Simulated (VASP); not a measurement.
Write the native input for VASP 6.6.1 that does the following.

* Task: relaxation of cell and atoms
* Functional: LDA
* Potentials or basis: VASP PAW LDA potentials, release 64 (Nb_sv, Ru_pv)
* Cutoff: 600 eV
* k mesh: 14 × 14 × 12
* Occupations: fermi-dirac, width 0.05 eV
* Spin: no spin polarisation
* Dipole correction: no
* Further INCAR settings: ALGO = Normal; EDIFF = 1e-07; IBRION = 2; EDIFFG = -0.005; NSW = 70; ISIF = 3

The structure of NbRu lies in POSCAR:

```
NbRu
1.0
    3.0000000000      0.0000000000      0.0000000000
    0.0000000000      3.0000000000      0.0000000000
    0.0000000000      0.0000000000      3.3800000000
Nb Ru
1 1
Direct
    0.0000000000      0.0000000000      0.0000000000
    0.5000000000      0.5000000000      0.5000000000
```

One way to write it, as run:

INCAR

```
SYSTEM = NbRu
  PREC = Accurate
  ENCUT = 600
  EDIFF = 1E-7
  ISMEAR = -1
  SIGMA = 0.05
  LREAL = .False.
  LASPH = .True.
  NELM = 100
  ALGO = Normal
  ISIF = 3
  LWAVE = .False.
  LCHARG = .False.
  GGA = CA
  IBRION = 2
  NSW = 70
  EDIFFG = -0.005
```

KPOINTS

```
regular mesh
0
Gamma
  14 14 12
  0 0 0
```

Potentials or basis: VASP PAW LDA potentials, release 64 (Nb_sv, Ru_pv).

Command:

```bash
$ cat potpaw_LDA.64/Nb_sv/POTCAR potpaw_LDA.64/Ru_pv/POTCAR > POTCAR
$ mpirun -np 1 vasp_std > vasp.out
```

It gave:

```
Relaxed volume                         : 15.20 Å³/atom
Relaxed cell                           : a = 3.006 Å, b = 3.006 Å, c = 3.365 Å, α = 90.00°, β = 90.00°, γ = 90.00°
Space group after relaxing (to 0.05 Å) : P4/mmm (No. 123)
Energy gained by relaxing              : 0.2 meV/atom
Ionic steps                            : 4
Pressure after relaxing                : 0.0 GPa
```

Run time: 3.5 min on 1 thread of Intel(R) Xeon(R) Platinum 8375C CPU @ 2.90GHz (Ice Lake), on a shared host, peak memory 0.28 GiB.
